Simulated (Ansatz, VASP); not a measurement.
**C: VASP beside Ansatz**

Contents of INCAR:

```
SYSTEM = C
PREC = Accurate
ENCUT = 600
EDIFF = 1E-6
ISMEAR = 0
SIGMA = 0.1
LREAL = .False.
LASPH = .True.
NELM = 60
ALGO = Normal
ISIF = 3
LWAVE = .False.
LCHARG = .False.
GGA = PE
IBRION = 2
NSW = 90
EDIFFG = -0.04
```

Contents of KPOINTS:

```
Automatic mesh
0
Gamma
  8 12 8
  0 0 0
```

File POSCAR:

```
C
1.0
    2.0266764400      0.0000000000      0.0000000000
    0.0000000000      1.3614597500      0.0000000000
   -0.8771826400      0.0000000000      2.3216331700
C
1
Direct
    0.5000000000      0.0000000000      0.0000000000
```

Input for Ansatz:

```yaml
crystal:
  lattice:
    - [2.02667644, 0.0, 0.0]
    - [0.0, 1.36145975, 0.0]
    - [-0.87718264, 0.0, 2.32163317]
  atoms:
    - { symbol: C, position: [0.5, 0.0, 0.0] }
basis:
  ecutwfc: 420
kpoints:
  mp_grid: { grid: [8, 12, 8] }
hamiltonian:
  xc: pbe
scf:
  occupations: { method: gaussian, width: 0.1 }
  lower_state_search: "off"
output:
  forces: true
  stress: true
  eigenvalues: true
relax:
  adjacent_minimum: "off"
  f_tol: 0.04
  max_steps: 70
  cell: { stress_tol: 0.4 }
```

Alike in both runs: task relaxation of cell and atoms; functional PBE; k mesh 8 × 12 × 8; occupations gaussian, width 0.1 eV; no spin polarisation.

|  | VASP | Ansatz |
| --- | --- | --- |
| version | VASP 6.6.1 | Ansatz 0.2.0 |
| potentials or method | VASP PAW PBE potentials, release 64 (C), cutoff 600 eV | scalar-relativistic, plane waves, PAW |
| valence electrons in the cell | 4 | 4 |

Ansatz gave:

```
gap on the k mesh at the Fermi level, each at its own relaxed structure (eV) : none
relaxed volume (Å³/atom)                                                     : 12.27
relaxed cell length with the largest relative difference (Å)                 : 3.296
```

Task: Which values does VASP return?

Result: gap on the k mesh at the Fermi level, each at its own relaxed structure (eV): none; relaxed volume (Å³/atom): 10.65; relaxed cell length with the largest relative difference (Å): 2.907.

A gap of «none» marks a metal or a gap that the smearing closes. One of these differences is far larger than is usual between the two programs; its cause wasn't traced.

The k mesh is coarse, so the values compare programs but aren't converged. Noted on VASP's run: the volume moved by over 15 % at a fixed basis, so the end points are rough.
